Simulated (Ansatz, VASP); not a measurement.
# Mg in VASP and in Ansatz

```
CELL_PARAMETERS angstrom
3.25153 0.00000 0.00000
-1.62577 2.81591 0.00000
0.00000 0.00000 5.27886
ATOMIC_POSITIONS crystal
Mg 0.66667 0.33333 0.75000
Mg 0.33333 0.66667 0.25000
```

Alike in both runs: task single point; functional PBEsol-based screened hybrid; k mesh 5 × 5 × 3; occupations fermi-dirac, width 0.05 eV; no spin polarisation.

```csv
,VASP,Ansatz
version,VASP 6.6.1,Ansatz 0.2.0
potentials or method,"VASP PAW PBE potentials, release 64 (Mg)",Ansatz PAW
plane-wave cutoff (eV),520,420
valence electrons in the cell,4,20
```

```tsv
	VASP	Ansatz	Ansatz less VASP
gap on the k mesh at the Fermi level (eV)	none	none	-
pressure (GPa)	-2.4	-2.3	+0.14
traceless stress, the component that is largest in VASP (GPa)	0.43	0.44	+0.009
```

VASP's potentials were made for PBE, not for PBEsol-based screened hybrid. A gap of «none» marks a metal or a gap that the smearing closes. The functional is the same, so the differences come from potentials, cutoffs and numerics. VASP's potentials hold 4 valence electrons a cell and Ansatz's 20, so a difference there can come from the potentials and not from the codes.

The k mesh is coarse, so the values compare programs but aren't converged.
